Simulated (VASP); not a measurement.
# Se (P6/mmm) in VASP: single point with PBEsol

Aim: the single point of Se with PBEsol.

Program: VASP 6.6.1. These are calculated values, not measurements. Logs are shortened: lines on timing, memory, paths and dates and some standing lists are left out, and cuts for length are marked.

## 1. The cell of the first run

Symmetry: P6/mmm, No. 191, hexagonal system. The conventional cell has a = 2.292 Å, b = 2.292 Å, c = 2.140 Å, α = 90.00°, β = 90.00°, γ = 120.00°. Se (site symmetry 6/mmm) has 8 Se at 2.14 to 2.29 Å within 2.8 Å.

## 2. Single point, PBEsol

File INCAR:

```
SYSTEM = Se
PREC     = Accurate       ! precision mode
ENCUT    = 520            ! plane-wave cutoff, eV
EDIFF    = 1E-6           ! SCF threshold, eV
ISMEAR   = -1             ! smearing method
SIGMA    = 0.08           ! smearing width, eV
LREAL    = .FALSE.        ! projectors in reciprocal space
LASPH    = .TRUE.         ! aspherical terms in the spheres
NELM     = 80             ! most SCF steps
ALGO     = Normal         ! electronic algorithm
ISIF     = 2              ! what is computed and relaxed
LWAVE    = .FALSE.        ! write WAVECAR
LCHARG   = .FALSE.        ! write CHGCAR
GGA      = PS             ! functional
NBANDS   = 9              ! bands
```

File KPOINTS:

```
Automatic mesh
0
G
  19 19 17
  0 0 0
```

File POSCAR:

```
Se
1.0
    2.2921102883      0.0000000000      0.0000000000
   -1.1460551442      1.9850257380      0.0000000000
    0.0000000000      0.0000000000      2.1400728761
Se
1
Direct
    0.0000000000      0.0000000000      0.0000000000
```

Potentials or basis: VASP PAW PBE potentials, release 64 (Se).

Command:

```bash
cat potpaw_PBE.64/Se/POTCAR > POTCAR
mpirun -np 1 vasp_std > vasp.out
```

OUTCAR:

```text
SYSTEM = Se
   PREC = Accurate
   ENCUT = 520
   EDIFF = 1E-6
   ISMEAR = -1
   LREAL = .FALSE.
   LASPH = .TRUE.
   NELM = 80
   ISIF = 2
   GGA = PS

 ion  position               nearest neighbor table
   1  0.000  0.000  0.000-

  LATTYP: Found a hexagonal cell.
 ALAT       =     2.2921102883
 C/A-ratio  =     0.9336692423

  Lattice vectors:

 A1 = (   2.2921102883,   0.0000000000,   0.0000000000)
 A2 = (  -1.1460551442,   1.9850257380,   0.0000000000)
 A3 = (   0.0000000000,   0.0000000000,   2.1400728761)

Analysis of symmetry for initial positions (statically):
=====================================================================
 Subroutine PRICEL returns:
 Original cell was already a primitive cell.

 Routine SETGRP: Setting up the symmetry group for a
 hexagonal supercell.

 Subroutine GETGRP returns: Found 24 space group operations
 (whereof 24 operations were pure point group operations)
 out of a pool of 24 trial point group operations.

The static configuration has the point symmetry D_6h.

Analysis of symmetry for dynamics (positions and initial velocities):
=====================================================================
 Subroutine PRICEL returns:
 Original cell was already a primitive cell.

 Routine SETGRP: Setting up the symmetry group for a
 hexagonal supercell.

 Subroutine GETGRP returns: Found 24 space group operations
 (whereof 24 operations were pure point group operations)
 out of a pool of 24 trial point group operations.

The dynamic configuration has the point symmetry D_6h.

 Subroutine INISYM returns: Found 24 space group operations
 (whereof 24 operations are pure point group operations),
 and found     1 'primitive' translations

----------------------------------------------------------------------------------------

                                     Primitive cell

  volume of cell :       9.7371

  direct lattice vectors                    reciprocal lattice vectors
     2.292110288  0.000000000  0.000000000     0.436279181  0.251885903  0.000000000
    -1.146055144  1.985025738  0.000000000     0.000000000  0.503771806  0.000000000
     0.000000000  0.000000000  2.140072876     0.000000000  0.000000000  0.467273807

  length of vectors
     2.292110288  2.292110288  2.140072876     0.503771806  0.503771806  0.467273807

  position of ions in fractional coordinates (direct lattice)
     0.000000000  0.000000000  0.000000000

  ion indices of the primitive-cell ions
   primitive index   ion index
                 1           1

----------------------------------------------------------------------------------------

 KPOINTS: Automatic mesh

Automatic generation of k-mesh.
 Grid dimensions read from file:
 generate k-points for:   19   19   17

 Generating k-lattice:

  Cartesian coordinates                     Fractional coordinates (reciprocal lattice)
     0.022962062  0.013257153  0.000000000     0.052631579 -0.000000000  0.000000000
     0.000000000  0.026514306  0.000000000     0.000000000  0.052631579  0.000000000
     0.000000000  0.000000000  0.027486695     0.000000000  0.000000000  0.058823529

  Length of vectors
     0.026514306  0.026514306  0.027486695

  Shift w.r.t. Gamma in fractional coordinates (k-lattice)
     0.000000000  0.000000000  0.000000000

 Subroutine IBZKPT returns following result:
 ===========================================

 Found    360 irreducible k-points:

 Following reciprocal coordinates:
            Coordinates               Weight
  0.000000  0.000000  0.000000      1.000000
  0.052632 -0.000000  0.000000      6.000000
  0.105263 -0.000000  0.000000      6.000000
  0.157895  0.000000  0.000000      6.000000
  0.210526 -0.000000  0.000000      6.000000
  0.263158 -0.000000  0.000000      6.000000
[... 16 lines left out ...]
  0.263158  0.105263  0.000000     12.000000
  0.315789  0.105263  0.000000     12.000000
 [... further k-points ...]
   k-points           NKPTS =    360   k-points in BZ     NKDIM =    360   number of bands    NBANDS=      9
   number of dos      NEDOS =    301   number of ions     NIONS =      1
   total plane-waves  NPLWV =   5184
   dimension x,y,z NGX =    18 NGY =   18 NGZ =   16
   dimension x,y,z NGXF=    36 NGYF=   36 NGZF=   32
   ions per type =               1
   NGX,Y,Z   is equivalent  to a cutoff of  13.06, 13.06, 12.43 a.u.
   NGXF,Y,Z  is equivalent  to a cutoff of  26.11, 26.11, 24.86 a.u.
 SYSTEM =  Se
   PREC   = accura    normal or accurate (medium, high low for compatibility)
   ISTART =      0    job   : 0-new  1-cont  2-samecut
   ICHARG =      2    charge: 1-file 2-atom 10-const
   ISPIN  =      1    spin polarized calculation?
   LNONCOLLINEAR =      F non collinear calculations
   LSORBIT =      F    spin-orbit coupling
   LASPH  =      T    aspherical Exc in radial PAW
   ENCUT  =  520.0 eV  38.22 Ry    6.18 a.u.   4.26  4.26  3.98*2*pi/ulx,y,z
   NELM   =     80;   NELMIN=  2; NELMDL= -5     # of ELM steps
   EDIFF  = 0.1E-05   stopping-criterion for ELM
   LREAL  =      F    real-space projection
   EDIFFG = 0.1E-04   stopping-criterion for IOM
   NSW    =      0    number of steps for IOM
   IBRION =     -1    ionic relax: 0-MD 1-quasi-New 2-CG
   NFREE  =      0    steps in history (QN), initial steepest desc. (CG)
   ISIF   =      2    stress and relaxation
   ISYM   =      2    0-nonsym 1-usesym 2-fastsym
   POTIM  = 0.5000    time-step for ionic-motion
   TEBEG  =    0.0;   TEEND  =   0.0 temperature during run
   PSTRESS=    0.0 pullay stress
   NELECT =       6.0000    total number of electrons
   NUPDOWN=      -1.0000    fix difference up-down
   EMIN   =  10.00;   EMAX   =-10.00  energy-range for DOS
   EFERMI =   0.00;   METHOD = LEGACY
   ISMEAR =    -1;   SIGMA  =   0.08  broadening in eV -4-tet -1-fermi 0-gaus
   EFERMI_NEDOS =   21; number of points for ismear=-14 and -15
   IALGO  =     38    algorithm
   IMIX   =      4    mixing-type and parameters
     AMIX     =   0.40;   BMIX     =  1.00
     AMIX_MAG =   1.60;   BMIX_MAG =  1.00
  volume/ion in A,a.u.               =       9.74        65.71
  Fermi-wavevector in a.u.,A,eV,Ry     =   1.393099  2.632575 26.405147  1.940724
  Thomas-Fermi vector in A             =   2.516777
   LORBIT       =      0    0 simple, 1 ext, 2 COOP (PROOUT), +10 PAW based schemes
   GGA     = PS    functional components
   LHFCALC =     F    Hartree Fock is set to
   AEXX    =    0.0000 exact exchange contribution
   IVDW    =     0    specifies the selected vdW correction
   LEPSILON=     F    determine dielectric tensor
   LRPA    =     F    only Hartree local field effects (RPA)
 non-spin polarized calculation
  energy-cutoff  :      520.00
  volume of cell :        9.74
 maximum number of plane-waves:       284
 NGX is ok and might be reduce to    18
   NGX =  9   NGY =  9   NGZ =  7

 number of electron       6.0000000 magnetization

 Free energy of the ion-electron system (eV)
  ---------------------------------------------------
  ext. energy  EPLUGINS =         0.00000000
  ---------------------------------------------------
  free energy    TOTEN  =         1.87984444 eV

  energy without entropy =        1.88657247  energy(sigma->0) =        1.88320846

 E-fermi :  18.1935     XC(G=0): -14.2237

 val. band max:       18.1827471977   @ k =   0.2105  -0.0000   0.2941
 cond. band min:      18.2089200000   @ k =   0.1579   0.1053   0.1176
 fundamental gap:      0.0261728023
 Fermi energy:        18.1934686302

 k-point     1 :       0.0000    0.0000    0.0000
  band No.  band energies     occupation
      1      -8.6759      2.00000
      2      22.2432      0.00000
      3      25.0672      0.00000
      4      25.0672      0.00000
      5      25.4354      0.00000
      6      31.4055      0.00000
      7      31.4055      0.00000
      8      33.7592      0.00000
      9      37.1482      0.00000

 k-point     2 :       0.0526   -0.0000    0.0000
  band No.  band energies     occupation
      1      -8.5700      2.00000
      2      22.3497      0.00000
      3      23.3761      0.00000
      4      24.5764      0.00000
      5      26.2429      0.00000
      6      30.3065      0.00000
      7      32.0693      0.00000
      8      35.6441      0.00000
      9      37.6562      0.00000

 k-point     3 :       0.1053   -0.0000    0.0000
  band No.  band energies     occupation
      1      -8.2523      2.00000
      2      20.8112      0.00000
      3      22.6676      0.00000
      4      23.4884      0.00000
      5      26.4040      0.00000
      6      29.4655      0.00000
      7      33.6779      0.00000
      8      38.0443      0.00000
      9      39.7206      0.00000

 k-point     4 :       0.1579    0.0000    0.0000
  band No.  band energies     occupation
      1      -7.7228      2.00000
      2      17.9238      1.93354
      3      22.2631      0.00000
      4      23.1921      0.00000
      5      25.9202      0.00000
      6      29.4646      0.00000
      7      35.7728      0.00000
      8      39.8066      0.00000
      9      43.2935      0.00000

 k-point     5 :       0.2105   -0.0000    0.0000
  band No.  band energies     occupation
      1      -6.9818      2.00000
      2      14.9803      2.00000
      3      21.0986      0.00000
      4      23.9140      0.00000
      5      25.2020      0.00000
      6      29.9546      0.00000
      7      38.1563      0.00000
      8      41.5843      0.00000
      9      45.8360      0.00000

 k-point     6 :       0.2632   -0.0000    0.0000
  band No.  band energies     occupation
      1      -6.0303      2.00000
      2      12.1080      2.00000
      3      20.0737      0.00000
      4      24.5035      0.00000
      5      24.8180      0.00000
      6      30.7147      0.00000
      7      40.7505      0.00000
      8      42.9740      0.00000
      9      43.2908      0.00000
[... 169 lines left out ...]
 k-point    21 :       0.1579    0.1053    0.0000
  band No.  band energies     occupation
      1      -6.6644      2.00000
      2      14.9564      2.00000
      3      17.8770      1.96245
      4      24.2202      0.00000
      5      28.0433      0.00000
      6      30.5255      0.00000
      7      35.5831      0.00000
      8      44.8434      0.00000
      9      45.6901      0.00000

 k-point    22 :       0.2105    0.1053    0.0000
  band No.  band energies     occupation
      1      -5.7136      2.00000
      2      12.2719      2.00000
      3      16.6632      2.00000
      4      25.1172      0.00000
      5      27.9246      0.00000
      6      31.1773      0.00000
      7      37.5003      0.00000
      8      43.3555      0.00000
      9      45.6621      0.00000

 k-point    23 :       0.2632    0.1053    0.0000
  band No.  band energies     occupation
      1      -4.5562      2.00000
      2       9.6112      2.00000
      3      15.7531      2.00000
      4      26.1671      0.00000
      5      27.5993      0.00000
      6      32.0702      0.00000
      7      39.6697      0.00000
      8      41.0596      0.00000
      9      44.6111      0.00000

 k-point    24 :       0.3158    0.1053    0.0000
  band No.  band energies     occupation
      1      -3.2009      2.00000
      2       7.0875      2.00000
      3      15.0850      2.00000
      4      27.2609      0.00000
      5      27.3163      0.00000
      6      33.1876      0.00000
      7      38.9428      0.00000
      8      40.7810      0.00000
      9      44.1105      0.00000

 [... further k-points ...]

------------------------ aborting loop because EDIFF is reached ----------------------------------------

  FORCE on cell =-STRESS in cart. coord.  units (eV):
  Direction    XX          YY          ZZ          XY          YZ          ZX
  --------------------------------------------------------------------------------------
  -------------------------------------------------------------------------------------
  Total       18.0342353     18.0342354     18.0697922     -0.0000000      0.0000000      0.0000000
  in kB     2967.4137174   2967.4137176   2973.2643667     -0.0000001      0.0000000      0.0000000
  external PRESSURE =    2969.3639339 kB  Pullay stress =       0.0000000 kB

 VOLUME and BASIS-vectors are now :
 -----------------------------------------------------------------------------
  energy-cutoff  :      520.00
  volume of cell :        9.74
      direct lattice vectors                 reciprocal lattice vectors
     2.292110288  0.000000000  0.000000000     0.436279181  0.251885903  0.000000000
    -1.146055144  1.985025738  0.000000000     0.000000000  0.503771806  0.000000000
     0.000000000  0.000000000  2.140072876     0.000000000  0.000000000  0.467273807

 POSITION                                       TOTAL-FORCE (eV/Angst)
 -----------------------------------------------------------------------------------
      0.00000      0.00000      0.00000        -0.000000      0.000000      0.000000
 -----------------------------------------------------------------------------------
    total drift:                                0.000000     -0.000000     -0.000000

  FREE ENERGIE OF THE ION-ELECTRON SYSTEM (eV)
  ---------------------------------------------------
  free  energy   TOTEN  =         1.8798444361 eV

  energy  without entropy=        1.8865724748  energy(sigma->0) =        1.88320846
```

Run time: 13 s. Hardware: 1 thread of AMD EPYC 9R14 (Zen 4), shared host; peak memory 0.11 GiB.

What came out:

| Quantity | Value |
| --- | --- |
| Free energy | 1.8798 eV |
| Pressure | 296.9 GPa |
| Band gap on the k mesh | zero (band 3 reaches 30.56 eV, above the bottom of band 4 at 11.64 eV) |

Stress tensor (GPa, compression positive):
```
296.74   0.00   0.00
  0.00 296.74   0.00
  0.00   0.00 297.33
```

Caveat: the PAW data sets were made with another functional, which shifts forces and pressure a little.
